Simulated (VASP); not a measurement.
# TiO2 (P3_121) in VASP: a series of runs

TiO2 is run at these levels: PBEsol+D4, BLYP+D3(BJ); tasks: single point.

Everything below comes from runs of VASP 6.6.1. Logs are shortened: lines on timing, memory, paths and dates and some standing lists are left out, and cuts for length are marked.

### Step 1. The cell of the first run

Symmetry: P3_121, No. 152, trigonal system. Conventional cell: a = 5.651 Å, b = 5.651 Å, c = 6.194 Å, α = 90.00°, β = 90.00°, γ = 120.00°. Ti (site symmetry 2) has 4 O at 1.81 Å within 2.4 Å. O (site symmetry 1) has 2 Ti at 1.81 Å within 2.4 Å.

### Step 2. Single point, PBEsol+D4

INCAR reads:

```
  PREC = Accurate
  ENCUT = 520
  EDIFF = 1E-6
  ISMEAR = -1
  SIGMA = 0.05
  LREAL = False
  LASPH = True
  NELM = 80
  ALGO = Normal
  ISIF = 2
  LWAVE = False
  LCHARG = False
  GGA = PS
  IVDW = 13
  NBANDS = 46
```

KPOINTS reads:

```
regular mesh
0
Gamma
  6 6 5
```

POSCAR reads:

```
TiO2
1.0
    5.6509824536      0.0000000000      0.0000000000
   -2.8254912268      4.8938943612      0.0000000000
    0.0000000000      0.0000000000      6.1935040655
Ti O
3 6
Direct
    0.4806616914      0.0000000000      0.3333333333
    0.0000000000      0.4806616914      0.6666666667
    0.5193383086      0.5193383086      0.0000000000
    0.5767242619      0.8237767838      0.1400617516
    0.7529474781      0.1762232162      0.5266049151
    0.2470525219      0.4232757381      0.8067284182
    0.8237767838      0.5767242619      0.8599382484
    0.1762232162      0.7529474781      0.4733950849
    0.4232757381      0.2470525219      0.1932715818
```

Potentials or basis: VASP PAW PBE potentials, release 64 (Ti_sv, O).

Started as:

```sh
> cat potpaw_PBE.64/Ti_sv/POTCAR potpaw_PBE.64/O/POTCAR > POTCAR
> mpirun -np 1 vasp_std > vasp.out
```

OUTCAR:

```text
PREC = Accurate
   ENCUT = 520
   EDIFF = 1E-6
   ISMEAR = -1
   LREAL = False
   LASPH = True
   NELM = 80
   ISIF = 2
   GGA = PS
   IVDW = 13

 ion  position               nearest neighbor table
   1  0.481  0.000  0.333-   9 1.81   8 1.81   4 1.81   5 1.81
   2  0.000  0.481  0.667-   6 1.81   5 1.81   7 1.81   8 1.81
   3  0.519  0.519  0.000-   7 1.81   4 1.81   6 1.81   9 1.81
   4  0.577  0.824  0.140-   3 1.81   1 1.81
   5  0.753  0.176  0.527-   2 1.81   1 1.81
   6  0.247  0.423  0.807-   2 1.81   3 1.81
   7  0.824  0.577  0.860-   3 1.81   2 1.81
   8  0.176  0.753  0.473-   1 1.81   2 1.81
   9  0.423  0.247  0.193-   1 1.81   3 1.81

  LATTYP: Found a hexagonal cell.
 ALAT       =     5.6509824536
 C/A-ratio  =     1.0960048304

  Lattice vectors:

 A1 = (   5.6509824536,   0.0000000000,   0.0000000000)
 A2 = (  -2.8254912268,   4.8938943612,   0.0000000000)
 A3 = (   0.0000000000,   0.0000000000,   6.1935040655)

Analysis of symmetry for initial positions (statically):
=====================================================================
 Subroutine PRICEL returns:
 Original cell was already a primitive cell.

 Routine SETGRP: Setting up the symmetry group for a
 hexagonal supercell.

 Subroutine GETGRP returns: Found  6 space group operations
 (whereof  2 operations were pure point group operations)
 out of a pool of 24 trial point group operations.

The static configuration has the point symmetry C_2 .
 The point group associated with its full space group is D_3 .

Analysis of symmetry for dynamics (positions and initial velocities):
=====================================================================
 Subroutine PRICEL returns:
 Original cell was already a primitive cell.

 Routine SETGRP: Setting up the symmetry group for a
 hexagonal supercell.

 Subroutine GETGRP returns: Found  6 space group operations
 (whereof  2 operations were pure point group operations)
 out of a pool of 24 trial point group operations.

The dynamic configuration has the point symmetry C_2 .
 The point group associated with its full space group is D_3 .

 Subroutine INISYM returns: Found  6 space group operations
 (whereof  2 operations are pure point group operations),
 and found     1 'primitive' translations

[... 109 lines left out ...]
   LREAL  =      F    real-space projection
   EDIFFG = 0.1E-04   stopping-criterion for IOM
   NSW    =      0    number of steps for IOM
   IBRION =     -1    ionic relax: 0-MD 1-quasi-New 2-CG
   NFREE  =      0    steps in history (QN), initial steepest desc. (CG)
   ISIF   =      2    stress and relaxation
   ISYM   =      2    0-nonsym 1-usesym 2-fastsym
   POTIM  = 0.5000    time-step for ionic-motion
   TEBEG  =    0.0;   TEEND  =   0.0 temperature during run
   PSTRESS=    0.0 pullay stress
   NELECT =      72.0000    total number of electrons
   NUPDOWN=      -1.0000    fix difference up-down
   EMIN   =  10.00;   EMAX   =-10.00  energy-range for DOS
   EFERMI =   0.00;   METHOD = LEGACY
   ISMEAR =    -1;   SIGMA  =   0.05  broadening in eV -4-tet -1-fermi 0-gaus
   EFERMI_NEDOS =   21; number of points for ismear=-14 and -15
   IALGO  =     38    algorithm
   IMIX   =      4    mixing-type and parameters
     AMIX     =   0.40;   BMIX     =  1.00
     AMIX_MAG =   1.60;   BMIX_MAG =  1.00
  volume/ion in A,a.u.               =      19.03       128.43
  Fermi-wavevector in a.u.,A,eV,Ry     =   1.226349  2.317463 20.462228  1.503931
  Thomas-Fermi vector in A             =   2.361353
   LORBIT       =      0    0 simple, 1 ext, 2 COOP (PROOUT), +10 PAW based schemes
   GGA     = PS    functional components
   LHFCALC =     F    Hartree Fock is set to
   AEXX    =    0.0000 exact exchange contribution
   IVDW    =    13    specifies the selected vdW correction
   LEPSILON=     F    determine dielectric tensor
   LRPA    =     F    only Hartree local field effects (RPA)
 non-spin polarized calculation
  energy-cutoff  :      520.00
  volume of cell :      171.28
 maximum number of plane-waves:      4650
   NGX = 21   NGY = 21   NGZ = 23

 number of electron      71.9999987 magnetization

 Free energy of the ion-electron system (eV)
  ---------------------------------------------------
  ext. energy  EPLUGINS =         0.00000000
  ---------------------------------------------------
  free energy    TOTEN  =       -83.18307367 eV

  energy without entropy =      -83.18307367  energy(sigma->0) =      -83.18307367

 E-fermi :  -0.0957     XC(G=0):  -7.9061

 val. band max:       -1.3643800910   @ k =   0.0000   0.0000   0.4000
 cond. band min:       2.1558721172   @ k =   0.0000   0.0000   0.0000
 fundamental gap:      3.5202522081
 Fermi energy:        -0.0956969505

 k-point     1 :       0.0000    0.0000    0.0000
  band No.  band energies     occupation
      1     -56.3649      2.00000
      2     -56.3537      2.00000
      3     -56.3537      2.00000
      4     -32.9372      2.00000
      5     -32.9074      2.00000
      6     -32.9074      2.00000
[... 1165 lines left out ...]
     45       4.5882      0.00000
     46       5.0419      0.00000

 [... further k-points ...]

------------------------ aborting loop because EDIFF is reached ----------------------------------------

  DFT-D4 for vdW energy calculation

  Edisp (eV):   -0.82231

  FORCE on cell =-STRESS in cart. coord.  units (eV):
  Direction    XX          YY          ZZ          XY          YZ          ZX
  --------------------------------------------------------------------------------------
  -------------------------------------------------------------------------------------
  Total       0.51589     0.51589     0.53839    -0.00000     0.00000     0.00000
  in kB       4.82561     4.82561     5.03604    -0.00000     0.00000     0.00000
  external pressure =        4.90 kB  Pullay stress =        0.00 kB

 VOLUME and BASIS-vectors are now :
 -----------------------------------------------------------------------------
  energy-cutoff  :      520.00
  volume of cell :      171.28
      direct lattice vectors                 reciprocal lattice vectors
     5.650982454  0.000000000  0.000000000     0.176960380  0.102168123  0.000000000
    -2.825491227  4.893894361  0.000000000     0.000000000  0.204336246  0.000000000
     0.000000000  0.000000000  6.193504065     0.000000000  0.000000000  0.161459489

 POSITION                                       TOTAL-FORCE (eV/Angst)
 -----------------------------------------------------------------------------------
      2.71621      0.00000      2.06450        -0.010837     -0.000000      0.000000
     -1.35811      2.35231      4.12900         0.005419     -0.009385      0.000000
      1.46739      2.54159      0.00000         0.005419      0.009385      0.000000
      0.93148      4.03148      0.86747         0.017254      0.022414     -0.012837
      3.75698      0.86242      3.26153         0.017254     -0.022414      0.012837
      0.20013      2.07147      4.99648         0.010784     -0.026150     -0.012837
      3.02562      2.82243      5.32603         0.010784      0.026150      0.012837
     -1.13161      3.68485      2.93197        -0.028039      0.003735     -0.012837
      1.69388      1.20905      1.19703        -0.028039     -0.003735      0.012837
 -----------------------------------------------------------------------------------
    total drift:                                0.000001      0.000000      0.000000

  FREE ENERGIE OF THE ION-ELECTRON SYSTEM (eV)
  ---------------------------------------------------
  free  energy   TOTEN  =       -84.0053861189 eV

  energy  without entropy=      -84.0053861189  energy(sigma->0) =      -84.00538612
```

Run time: 7.5 min. Hardware: 1 thread of AMD EPYC 7R43 (Zen 3), shared host; peak memory 0.34 GiB.

What came out:

```
Free energy                : -84.0054 eV
Pressure                   : 0.5 GPa
Largest force              : 0.031 eV/Å
Band gap on the k mesh     : 3.52 eV (least direct gap 3.59 eV)
Dispersion energy per atom : -0.091 eV
```

Forces in eV/Å, atoms in the order of the input:
```
Ti  -0.011  0.000  0.000
Ti   0.005 -0.009  0.000
Ti   0.005  0.009  0.000
O    0.017  0.022 -0.013
O    0.017 -0.022  0.013
O    0.011 -0.026 -0.013
O    0.011  0.026  0.013
O   -0.028  0.004 -0.013
O   -0.028 -0.004  0.013
```

Caveat: the PAW data sets were made with another functional, which shifts forces and pressure a little; an odd mesh through Γ misses points on the zone boundary, where band edges can lie.

### Step 3. Single point, BLYP+D3(BJ)

This run uses another cell than the first one, of 15.83 Å³/atom.

INCAR reads:

```
PREC = Accurate ; ENCUT = 520
EDIFF = 1E-7 ; ISMEAR = -1
SIGMA = 0.05 ; LREAL = False
LASPH = True ; NELM = 60
ALGO = Normal ; ISIF = 2
LWAVE = False ; LCHARG = True
GGA = B5 ; ALDAX = 1.0
AGGAX = 1.0 ; AGGAC = 1.0
ALDAC = 0.0 ; IVDW = 12
VDW_S6 = 1.0 ; VDW_S8 = 2.6996
VDW_A1 = 0.4298 ; VDW_A2 = 4.2359
LELF = True ; LVHAR = True
NBANDS = 46
```

KPOINTS reads:

```
Automatic mesh
0
Gamma
  6 6 5
```

POSCAR reads:

```
TiO2
1.0
    5.3122853815      0.0000000000      0.0000000000
   -2.6561426908      4.6005740925      0.0000000000
    0.0000000000      0.0000000000      5.8295128020
Ti O
3 6
Direct
    0.4419875537      0.0000000000      0.3333333333
    0.0000000000      0.4419875537      0.6666666667
    0.5580124463      0.5580124463      0.0000000000
    0.5961438540      0.9027686815      0.0925022434
    0.6933751726      0.0972313185      0.5741644232
    0.3066248274      0.4038561460      0.7591689101
    0.9027686815      0.5961438540      0.9074977566
    0.0972313185      0.6933751726      0.4258355768
    0.4038561460      0.3066248274      0.2408310899
```

Potentials or basis: VASP PAW PBE potentials, release 64 (Ti_sv, O).

Started as:

```sh
> cat potpaw_PBE.64/Ti_sv/POTCAR potpaw_PBE.64/O/POTCAR > POTCAR
> mpirun -np 1 vasp_std > vasp.out
```

OUTCAR:

```text
PREC = Accurate
   ENCUT = 520
   EDIFF = 1E-7
   ISMEAR = -1
   LREAL = False
   LASPH = True
   NELM = 60
   ISIF = 2
   GGA = B5
   IVDW = 12
 IVDW          = 12

 ion  position               nearest neighbor table
   1  0.442  0.000  0.333-   9 1.82   8 1.82   4 1.83   5 1.83
   2  0.000  0.442  0.667-   6 1.82   5 1.82   7 1.83   8 1.83
   3  0.558  0.558  0.000-   4 1.82   7 1.82   9 1.83   6 1.83
   4  0.596  0.903  0.093-   3 1.82   1 1.83
   5  0.693  0.097  0.574-   2 1.82   1 1.83
   6  0.307  0.404  0.759-   2 1.82   3 1.83
   7  0.903  0.596  0.907-   3 1.82   2 1.83
[... 1397 lines left out ...]
  Total       0.88327     0.88327     0.90463    -0.00000     0.00000     0.00000
  in kB       9.93296     9.93296    10.17317    -0.00000     0.00000     0.00000
  external pressure =       10.01 kB  Pullay stress =        0.00 kB

 VOLUME and BASIS-vectors are now :
 -----------------------------------------------------------------------------
  energy-cutoff  :      520.00
  volume of cell :      142.47
      direct lattice vectors                 reciprocal lattice vectors
     5.312285381  0.000000000  0.000000000     0.188242899  0.108682088  0.000000000
    -2.656142691  4.600574092  0.000000000     0.000000000  0.217364177  0.000000000
     0.000000000  0.000000000  5.829512802     0.000000000  0.000000000  0.171540922

 POSITION                                       TOTAL-FORCE (eV/Angst)
 -----------------------------------------------------------------------------------
      2.34796      0.00000      1.94317        -0.014853     -0.000000     -0.000000
     -1.17398      2.03340      3.88634         0.007426     -0.012863     -0.000000
      1.48216      2.56718      0.00000         0.007426      0.012863     -0.000000
      0.76900      4.15325      0.53924         0.023712      0.087422     -0.061612
      3.42515      0.44732      3.34710         0.023712     -0.087422      0.061612
      0.55618      1.85797      4.42558         0.063854     -0.064246     -0.061612
      3.21232      2.74260      5.29027         0.063854      0.064246      0.061612
     -1.32518      3.18992      2.48241        -0.087566     -0.023176     -0.061612
      1.33096      1.41065      1.40393        -0.087566      0.023176      0.061612
 -----------------------------------------------------------------------------------
    total drift:                                0.000002      0.000004     -0.000000

  FREE ENERGIE OF THE ION-ELECTRON SYSTEM (eV)
  ---------------------------------------------------
  free  energy   TOTEN  =       -80.3914286859 eV

  energy  without entropy=      -80.3914286859  energy(sigma->0) =      -80.39142869
```

OSZICAR:

```text
N       E                     dE             d eps       ncg     rms          rms(c)
DAV:   1     0.106515624586E+04    0.10652E+04   -0.36642E+04  2524   0.171E+03
DAV:   2     0.964422219576E+02   -0.96871E+03   -0.92520E+03  2712   0.528E+02
DAV:   3    -0.885205979905E+02   -0.18496E+03   -0.18318E+03  3286   0.215E+02
DAV:   4    -0.102638503677E+03   -0.14118E+02   -0.14096E+02  3848   0.594E+01
DAV:   5    -0.103549689621E+03   -0.91119E+00   -0.91078E+00  3810   0.117E+01    0.430E+01
DAV:   6    -0.786891159867E+02    0.24861E+02   -0.19343E+02  3846   0.103E+02    0.183E+01
DAV:   7    -0.777462891567E+02    0.94283E+00   -0.48387E+01  3644   0.438E+01    0.124E+01
DAV:   8    -0.772436398838E+02    0.50265E+00   -0.36747E+00  3338   0.157E+01    0.400E+00
DAV:   9    -0.773264211652E+02   -0.82781E-01   -0.61152E-01  3804   0.416E+00    0.203E+00
DAV:  10    -0.773381620089E+02   -0.11741E-01   -0.68712E-01  3224   0.703E+00    0.172E+00
DAV:  11    -0.772991336896E+02    0.39028E-01   -0.19533E-01  3234   0.359E+00    0.119E-01
DAV:  12    -0.772997973898E+02   -0.66370E-03   -0.76221E-03  3316   0.482E-01    0.919E-02
DAV:  13    -0.772997456115E+02    0.51778E-04   -0.43943E-04  3658   0.123E-01    0.274E-02
DAV:  14    -0.772997335074E+02    0.12104E-04   -0.56602E-05  3130   0.614E-02    0.120E-02
DAV:  15    -0.772997338825E+02   -0.37504E-06   -0.12482E-05  3714   0.191E-02    0.700E-03
DAV:  16    -0.772997341454E+02   -0.26294E-06   -0.51917E-06  3546   0.170E-02    0.364E-03
DAV:  17    -0.772997342184E+02   -0.72981E-07   -0.75270E-07  2936   0.695E-03
   1 F= -.80391429E+02 E0= -.80391429E+02  d E =-.204330E-11
```

stdout:

```text
POSCAR found type information on POSCAR TiO
 POSCAR found :  2 types and       9 ions
 scaLAPACK will be used
 -----------------------------------------------------------------------------
|                                                                             |
|                                                                             |
|     You enforced a specific xc type in the INCAR file but a different       |
|     I HOPE YOU KNOW WHAT YOU ARE DOING!                                     |
|                                                                             |
 -----------------------------------------------------------------------------

 LDA part: xc-table for (Slater(with rela. corr.)+VWN5), standard interpolation
 POSCAR, INCAR and KPOINTS ok, starting setup
 FFT: planning ... GRIDC
 FFT: planning ... GRID_SOFT
 FFT: planning ... GRID
 WAVECAR not read
 entering main loop
```

Run time: 3.8 min. Hardware: 1 thread of Intel Xeon 8259CL, shared host; peak memory 0.3 GiB.

Results:

| Item | Value |
| --- | --- |
| Free energy | -80.3914 eV |
| Pressure | 1.0 GPa |
| Largest force | 0.110 eV/Å |
| Band gap on the k mesh | 3.54 eV (least direct gap 3.69 eV) |
| Dispersion energy per atom | -0.344 eV |

Forces in eV/Å, atoms in the order of the input:
```
Ti  -0.015  0.000  0.000
Ti   0.007 -0.013  0.000
Ti   0.007  0.013  0.000
O    0.024  0.087 -0.062
O    0.024 -0.087  0.062
O    0.064 -0.064 -0.062
O    0.064  0.064  0.062
O   -0.088 -0.023 -0.062
O   -0.088  0.023  0.062
```

Caveat: the PAW data sets were made with another functional, which shifts forces and pressure a little; an odd mesh through Γ misses points on the zone boundary, where band edges can lie.
